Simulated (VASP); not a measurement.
Input of a VASP 6.6.1 run:

File INCAR:

```
ALGO = Normal
EDIFF = 1E-6
ENCUT = 520
GGA = PE
ISIF = 2
ISMEAR = 0
LASPH = T
LCHARG = T
LELF = T
LREAL = F
LVHAR = T
LWAVE = F
NBANDS = 18
NELM = 100
PREC = Accurate
SIGMA = 0.05
```

Contents of KPOINTS:

```
k-points
0
Gamma
  8 8 8
```

The input POSCAR:

```
HfO2
1.0
    0.0000000000      2.6125259052      2.4213654731
    2.6125259052      0.0000000000      2.4213654731
    2.6125259052      2.6125259052      0.0000000000
Hf O
1 2
Direct
    0.0000000000      0.0000000000      0.0000000000
    0.2500000000      0.2500000000      0.2500000000
    0.7500000000      0.7500000000      0.7500000000
```

Potentials or basis: VASP PAW PBE potentials, release 64 (Hf_pv, O).

Launch:

```console
$ cat potpaw_PBE.64/Hf_pv/POTCAR potpaw_PBE.64/O/POTCAR > POTCAR
$ mpirun -np 1 vasp_std > vasp.out
```

Problem. What does it give for the band gap on the k mesh?

Solution. 2.82 eV, indirect (least direct gap 3.08 eV).

Problem. Estimate the pressure.

Solution. -2.9 GPa.

Stress tensor (GPa, compression positive):
```
-14.49   0.00   0.00
  0.00 -14.49   0.00
  0.00   0.00  20.37
```

Caveat: the cell differs from its parent crystal (strain +0.025 along x and y, -0.050 along z); spin-orbit coupling is left out, which moves the levels of the heavy elements. A k mesh can miss the band edges.
